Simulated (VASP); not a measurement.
Set up this calculation in VASP 6.6.1, as the native input.

```yaml
Task: single point
Functional: PBEsol
Dispersion: D3(BJ)
Potentials_or_basis: VASP PAW PBE potentials, release 64 (Pd)
Cutoff: 520 eV
k_mesh: 12 × 12 × 12
Occupations: fermi-dirac, width 0.05 eV
Spin: no spin polarisation
Dipole_correction: no
Further_INCAR_settings: ALGO = Normal; EDIFF = 1e-06; NBANDS = 11
```

The structure of Pd lies in POSCAR:

```
Pd
1.0
    0.0000000000      1.9465000000      1.9465000000
    1.9465000000      0.0000000000      1.9465000000
    1.9465000000      1.9465000000      0.0000000000
Pd
1
Direct
    0.0000000000      0.0000000000      0.0000000000
```

These files were run (other wordings do the same):

INCAR

```
SYSTEM = Pd
  PREC = Accurate
  ENCUT = 520
  EDIFF = 1E-6
  ISMEAR = -1
  SIGMA = 0.05
  LREAL = .False.
  LASPH = .True.
  NELM = 60
  ALGO = Normal
  ISIF = 2
  LWAVE = .False.
  LCHARG = .True.
  GGA = PS
  IVDW = 12
  LELF = .True.
  LVHAR = .True.
  NBANDS = 11
```

KPOINTS

```
regular mesh
0
Gamma
  12 12 12
  0 0 0
```

Potentials or basis: VASP PAW PBE potentials, release 64 (Pd).

Launch:

```sh
$ cat potpaw_PBE.64/Pd/POTCAR > POTCAR
$ mpirun -np 1 vasp_std > vasp.out
```

It gave:

The pressure is -10.1 GPa and the band gap on the k mesh is zero (band 5 reaches 9.90 eV, above the bottom of band 6 at 8.32 eV). The dispersion energy per atom is -0.622 eV.

Caveat: the PAW data sets were made with another functional, which shifts forces and pressure a little; pairwise dispersion overbinds metals, which lowers pressure and volume.

Run time: 6.8 s on 1 thread of AMD EPYC 7R13 Processor (Zen 3), on a shared host, peak memory 0.11 GiB.
